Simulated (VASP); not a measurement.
# C in VASP: a series of runs, part 2 of 3

VASP 6.6.1. Earlier steps stand in the parts before.

### Step 4. Electric field gradients, PBE (volume scaled by 1.06)

INCAR reads:

```
SYSTEM = C
PREC     = Accurate       ! precision mode
ENCUT    = 520            ! plane-wave cutoff, eV
EDIFF    = 1E-8           ! SCF threshold, eV
ISMEAR   = -1             ! smearing method
SIGMA    = 0.08           ! smearing width, eV
LREAL    = .FALSE.        ! projectors in reciprocal space
LASPH    = .TRUE.         ! aspherical terms in the spheres
NELM     = 80             ! most SCF steps
ALGO     = Normal         ! electronic algorithm
ISIF     = 2              ! what is computed and relaxed
LWAVE    = .FALSE.        ! write WAVECAR
LCHARG   = .FALSE.        ! write CHGCAR
GGA      = PE             ! functional
LEFG     = .TRUE.       
NBANDS   = 11             ! bands
```

KPOINTS reads:

```
Automatic mesh
0
G
  20 20 20
  0 0 0
```

POSCAR reads:

```
C
1.0
    0.0000000000      1.8183775075      1.8183775075
    1.8183775075      0.0000000000      1.8183775075
    1.8183775075      1.8183775075      0.0000000000
C
2
Direct
    0.5000000000      0.5000000000      0.5000000000
    0.7500000000      0.7500000000      0.7500000000
```

Potentials or basis: VASP PAW PBE potentials, release 64 (C).

Started as:

```sh
$ cat potpaw_PBE.64/C/POTCAR > POTCAR
$ mpirun -np 1 vasp_std > vasp.out
```

OUTCAR:

```text
SYSTEM = C
   PREC = Accurate
   ENCUT = 520
   EDIFF = 1E-8
   ISMEAR = -1
   LREAL = .FALSE.
   LASPH = .TRUE.
   NELM = 80
   ISIF = 2
   GGA = PE

 ion  position               nearest neighbor table
   1  0.500  0.500  0.500-   2 1.57   2 1.57   2 1.57   2 1.57
   2  0.750  0.750  0.750-   1 1.57   1 1.57   1 1.57   1 1.57

  LATTYP: Found a face centered cubic cell.
 ALAT       =     3.6367550150

  Lattice vectors:

 A1 = (   0.0000000000,   1.8183775075,   1.8183775075)
 A2 = (   1.8183775075,   0.0000000000,   1.8183775075)
 A3 = (   1.8183775075,   1.8183775075,   0.0000000000)

Analysis of symmetry for initial positions (statically):
=====================================================================
 Subroutine PRICEL returns:
 Original cell was already a primitive cell.

 Routine SETGRP: Setting up the symmetry group for a
 face centered cubic supercell.

 Subroutine GETGRP returns: Found 48 space group operations
 (whereof 24 operations were pure point group operations)
 out of a pool of 48 trial point group operations.

The static configuration has the point symmetry T_d .
 The point group associated with its full space group is O_h .

Analysis of symmetry for dynamics (positions and initial velocities):
=====================================================================
 Subroutine PRICEL returns:
 Original cell was already a primitive cell.

 Routine SETGRP: Setting up the symmetry group for a
 face centered cubic supercell.

 Subroutine GETGRP returns: Found 48 space group operations
 (whereof 24 operations were pure point group operations)
 out of a pool of 48 trial point group operations.

The dynamic configuration has the point symmetry T_d .
 The point group associated with its full space group is O_h .

 Subroutine INISYM returns: Found 48 space group operations
 (whereof 24 operations are pure point group operations),
 and found     1 'primitive' translations

----------------------------------------------------------------------------------------

                                     Primitive cell

  volume of cell :      12.0249

  direct lattice vectors                    reciprocal lattice vectors
     0.000000000  1.818377507  1.818377507    -0.274970405  0.274970405  0.274970405
     1.818377507  0.000000000  1.818377507     0.274970405 -0.274970405  0.274970405
     1.818377507  1.818377507  0.000000000     0.274970405  0.274970405 -0.274970405

  length of vectors
     2.571574133  2.571574133  2.571574133     0.476262712  0.476262712  0.476262712

  position of ions in fractional coordinates (direct lattice)
     0.500000000  0.500000000  0.500000000
     0.750000000  0.750000000  0.750000000

  ion indices of the primitive-cell ions
   primitive index   ion index
                 1           1
                 2           2

----------------------------------------------------------------------------------------

 KPOINTS: Automatic mesh

Automatic generation of k-mesh.
 Grid dimensions read from file:
 generate k-points for:   20   20   20
[... 70 lines left out ...]
   ISIF   =      2    stress and relaxation
   ISYM   =      2    0-nonsym 1-usesym 2-fastsym
   POTIM  = 0.5000    time-step for ionic-motion
   TEBEG  =    0.0;   TEEND  =   0.0 temperature during run
   PSTRESS=    0.0 pullay stress
   NELECT =       8.0000    total number of electrons
   NUPDOWN=      -1.0000    fix difference up-down
   EMIN   =  10.00;   EMAX   =-10.00  energy-range for DOS
   EFERMI =   0.00;   METHOD = LEGACY
   ISMEAR =    -1;   SIGMA  =   0.08  broadening in eV -4-tet -1-fermi 0-gaus
   EFERMI_NEDOS =   21; number of points for ismear=-14 and -15
   IALGO  =     38    algorithm
   IMIX   =      4    mixing-type and parameters
     AMIX     =   0.40;   BMIX     =  1.00
     AMIX_MAG =   1.60;   BMIX_MAG =  1.00
  volume/ion in A,a.u.               =       6.01        40.57
  Fermi-wavevector in a.u.,A,eV,Ry     =   1.429149  2.700700 27.789440  2.042466
  Thomas-Fermi vector in A             =   2.549134
   LORBIT       =      0    0 simple, 1 ext, 2 COOP (PROOUT), +10 PAW based schemes
   GGA     = PE    functional components
[... 5 lines left out ...]
 non-spin polarized calculation
  energy-cutoff  :      520.00
  volume of cell :       12.02
 maximum number of plane-waves:       332
   NGX =  9   NGY =  9   NGZ =  9

 number of electron       8.0000001 magnetization

 Free energy of the ion-electron system (eV)
  ---------------------------------------------------
  ext. energy  EPLUGINS =         0.00000000
  ---------------------------------------------------
  free energy    TOTEN  =       -18.14497307 eV

  energy without entropy =      -18.14497307  energy(sigma->0) =      -18.14497307

 E-fermi :  10.3356     XC(G=0): -12.9600

 val. band max:        8.9042886259   @ k =   0.0000   0.0000   0.0000
 cond. band min:      12.9089653513   @ k =   0.3500   0.3500   0.0000
 fundamental gap:      4.0046767255
 Fermi energy:        10.3355544168

 k-point     1 :       0.0000    0.0000    0.0000
  band No.  band energies     occupation
      1     -11.8049      2.00000
      2       8.9043      2.00000
      3       8.9043      2.00000
      4       8.9043      2.00000
      5      14.3342      0.00000
      6      14.3342      0.00000
      7      14.3342      0.00000
      8      20.9257      0.00000
      9      27.4710      0.00000
     10      34.8096      0.00000
     11      34.8096      0.00000
[... 309 lines left out ...]
 k-point    24 :      -0.3500    0.0500    0.0000
  band No.  band energies     occupation
      1      -8.2830      2.00000
      2      -1.0393      2.00000
      3       6.0496      2.00000
      4       6.6803      2.00000
      5      16.9255      0.00000
      6      17.0300      0.00000
      7      17.2639      0.00000
      8      23.5235      0.00000
      9      29.1955      0.00000
     10      31.2226      0.00000
     11      32.4014      0.00000

 [... further k-points ...]
[... 5 lines left out ...]
  --------------------------------------------------------------------------------------
  -------------------------------------------------------------------------------------
  Total       -1.5583093     -1.5583093     -1.5583093     -0.0000000     -0.0000000      0.0000000
  in kB     -207.6261748   -207.6261748   -207.6261748     -0.0000000     -0.0000000      0.0000000
  external PRESSURE =    -207.6261748 kB  Pullay stress =       0.0000000 kB

 VOLUME and BASIS-vectors are now :
 -----------------------------------------------------------------------------
  energy-cutoff  :      520.00
  volume of cell :       12.02
      direct lattice vectors                 reciprocal lattice vectors
     0.000000000  1.818377507  1.818377507    -0.274970405  0.274970405  0.274970405
     1.818377507  0.000000000  1.818377507     0.274970405 -0.274970405  0.274970405
     1.818377507  1.818377507  0.000000000     0.274970405  0.274970405 -0.274970405

 POSITION                                       TOTAL-FORCE (eV/Angst)
 -----------------------------------------------------------------------------------
      1.81838      1.81838      1.81838        -0.000000      0.000000     -0.000000
      2.72757      2.72757      2.72757         0.000000     -0.000000      0.000000
 -----------------------------------------------------------------------------------
    total drift:                                0.000000     -0.000000      0.000000

  FREE ENERGIE OF THE ION-ELECTRON SYSTEM (eV)
  ---------------------------------------------------
  free  energy   TOTEN  =       -18.1449730701 eV

  energy  without entropy=      -18.1449730700  energy(sigma->0) =      -18.14497307

 Electric field gradients (V/A^2)
---------------------------------------------------------------------
 ion       V_xx      V_yy      V_zz      V_xy      V_xz      V_yz
---------------------------------------------------------------------
   1      -0.000     0.000     0.000     0.000     0.000     0.000
   2      -0.000     0.000     0.000     0.000     0.000     0.000
---------------------------------------------------------------------

 Electric field gradients after diagonalization (V/A^2)
 (convention: |V_zz| > |V_xx| > |V_yy|)
----------------------------------------------------------------------
 ion       V_xx      V_yy      V_zz     asymmetry (V_yy - V_xx)/ V_zz
----------------------------------------------------------------------
   1      -0.000    -0.000     0.000       0.000
   2      -0.000    -0.000     0.000       0.000
----------------------------------------------------------------------

           NMR quadrupolar parameters

 Cq : quadrupolar parameter    Cq=e*Q*V_zz/h
 eta: asymmetry parameters     (V_yy - V_xx)/ V_zz
 Q  : nuclear electric quadrupole moment in mb (millibarn)
----------------------------------------------------------------------
 ion       Cq(MHz)       eta       Q (mb)
----------------------------------------------------------------------
   1       0.000       0.000       1.000
   2       0.000       0.000       1.000
----------------------------------------------------------------------
```

Run time: 28 s. Hardware: 1 thread of Intel Xeon 6975P-C, shared host; peak memory 0.14 GiB.

What came out:

| Item | Value |
| --- | --- |
| Free energy | -18.1450 eV |
| Pressure | -20.8 GPa |
| Band gap on the k mesh | 4.00 eV, indirect (least direct gap 5.43 eV) |

Caveat: without QUAD_EFG the Cq values of the log hold for a quadrupole moment of 1 mb, not for the nuclei.

### Step 5. Electric field gradients, PBE (volume scaled by 1.06)

INCAR reads:

```
ALGO = Normal
EDIFF = 1E-8
ENCUT = 520
GGA = PE
ISIF = 2
ISMEAR = -1
LASPH = True
LCHARG = False
LEFG = True
LREAL = False
LWAVE = False
NBANDS = 11
NELM = 100
PREC = Accurate
SIGMA = 0.08
```

KPOINTS reads:

```
k-points
0
Gamma
  20 20 20
```

POSCAR is that of step 4.

Potentials or basis: VASP PAW PBE potentials, release 64 (C).

Started as:

```sh
$ cat potpaw_PBE.64/C/POTCAR > POTCAR
$ mpirun -np 1 vasp_std > vasp.out
```

OUTCAR:

```text
EDIFF = 1E-8
   ENCUT = 520
   GGA = PE
   ISIF = 2
   ISMEAR = -1
   LASPH = True
   LREAL = False
   NELM = 100
   PREC = Accurate

 ion  position               nearest neighbor table
   1  0.500  0.500  0.500-   2 1.57   2 1.57   2 1.57   2 1.57
   2  0.750  0.750  0.750-   1 1.57   1 1.57   1 1.57   1 1.57

  LATTYP: Found a face centered cubic cell.
 ALAT       =     3.6367550150

  Lattice vectors:

 A1 = (   0.0000000000,   1.8183775075,   1.8183775075)
 A2 = (   1.8183775075,   0.0000000000,   1.8183775075)
 A3 = (   1.8183775075,   1.8183775075,   0.0000000000)

Analysis of symmetry for initial positions (statically):
=====================================================================
 Subroutine PRICEL returns:
 Original cell was already a primitive cell.

 Routine SETGRP: Setting up the symmetry group for a
 face centered cubic supercell.

 Subroutine GETGRP returns: Found 48 space group operations
[... 524 lines left out ...]
  volume of cell :       12.02
      direct lattice vectors                 reciprocal lattice vectors
     0.000000000  1.818377507  1.818377507    -0.274970405  0.274970405  0.274970405
     1.818377507  0.000000000  1.818377507     0.274970405 -0.274970405  0.274970405
     1.818377507  1.818377507  0.000000000     0.274970405  0.274970405 -0.274970405

 POSITION                                       TOTAL-FORCE (eV/Angst)
 -----------------------------------------------------------------------------------
      1.81838      1.81838      1.81838        -0.000000      0.000000     -0.000000
      2.72757      2.72757      2.72757         0.000000     -0.000000      0.000000
 -----------------------------------------------------------------------------------
    total drift:                                0.000000     -0.000000      0.000000

  FREE ENERGIE OF THE ION-ELECTRON SYSTEM (eV)
  ---------------------------------------------------
  free  energy   TOTEN  =       -18.1449730701 eV

  energy  without entropy=      -18.1449730700  energy(sigma->0) =      -18.14497307

 Electric field gradients (V/A^2)
---------------------------------------------------------------------
 ion       V_xx      V_yy      V_zz      V_xy      V_xz      V_yz
---------------------------------------------------------------------
   1      -0.000     0.000     0.000     0.000     0.000     0.000
   2      -0.000     0.000     0.000     0.000     0.000     0.000
---------------------------------------------------------------------

 Electric field gradients after diagonalization (V/A^2)
 (convention: |V_zz| > |V_xx| > |V_yy|)
----------------------------------------------------------------------
 ion       V_xx      V_yy      V_zz     asymmetry (V_yy - V_xx)/ V_zz
----------------------------------------------------------------------
   1      -0.000    -0.000     0.000       0.000
   2      -0.000    -0.000     0.000       0.000
----------------------------------------------------------------------

           NMR quadrupolar parameters

 Cq : quadrupolar parameter    Cq=e*Q*V_zz/h
 eta: asymmetry parameters     (V_yy - V_xx)/ V_zz
 Q  : nuclear electric quadrupole moment in mb (millibarn)
----------------------------------------------------------------------
 ion       Cq(MHz)       eta       Q (mb)
----------------------------------------------------------------------
   1       0.000       0.000       1.000
   2       0.000       0.000       1.000
----------------------------------------------------------------------
```

OSZICAR:

```text
N       E                     dE             d eps       ncg     rms          rms(c)
DAV:   1     0.134109475473E+01    0.13411E+01   -0.47688E+03  5931   0.695E+02
DAV:   2    -0.182800900818E+02   -0.19621E+02   -0.19027E+02  7494   0.126E+02
DAV:   3    -0.186755192044E+02   -0.39543E+00   -0.39415E+00  6545   0.135E+01
DAV:   4    -0.186762856992E+02   -0.76649E-03   -0.76648E-03  6112   0.723E-01
DAV:   5    -0.186762866696E+02   -0.97041E-06   -0.97038E-06  6421   0.245E-02    0.515E+00
DAV:   6    -0.182775562224E+02    0.39873E+00   -0.20837E-01  5779   0.317E+00    0.308E+00
DAV:   7    -0.181432367815E+02    0.13432E+00   -0.26052E-01  6064   0.359E+00    0.667E-01
DAV:   8    -0.181449065772E+02   -0.16698E-02   -0.75992E-03  5875   0.639E-01    0.418E-02
DAV:   9    -0.181449527386E+02   -0.46161E-04   -0.62863E-05  6846   0.637E-02    0.235E-02
DAV:  10    -0.181449730725E+02   -0.20334E-04   -0.16356E-05  6013   0.348E-02    0.519E-03
DAV:  11    -0.181449731193E+02   -0.46819E-07   -0.26014E-07  6884   0.450E-03    0.590E-04
DAV:  12    -0.181449730741E+02    0.45190E-07   -0.21662E-08  6086   0.142E-03    0.334E-04
DAV:  13    -0.181449730701E+02    0.40067E-08   -0.11120E-09  3329   0.266E-04
   1 F= -.18144973E+02 E0= -.18144973E+02  d E =-.783302E-10
```

stdout:

```text
POSCAR found type information on POSCAR C
 POSCAR found :  1 types and       2 ions
 scaLAPACK will be used
 LDA part: xc-table for (Slater+PW92), standard interpolation
 POSCAR, INCAR and KPOINTS ok, starting setup
 FFT: planning ... GRIDC
 FFT: planning ... GRID_SOFT
 FFT: planning ... GRID
 WAVECAR not read
 entering main loop
ion   1

ion   2
```

Wall time 26 s (1 thread of Intel Xeon 6975P-C, shared host); peak memory 0.14 GiB.

What came out:

| Item | Value |
| --- | --- |
| Free energy | -18.1450 eV |
| Pressure | -20.8 GPa |
| Band gap on the k mesh | 4.00 eV, indirect (least direct gap 5.43 eV) |

Caveat: without QUAD_EFG the Cq values of the log hold for a quadrupole moment of 1 mb, not for the nuclei. A k mesh can miss the band edges.

(Continued in part 3 of 3.)
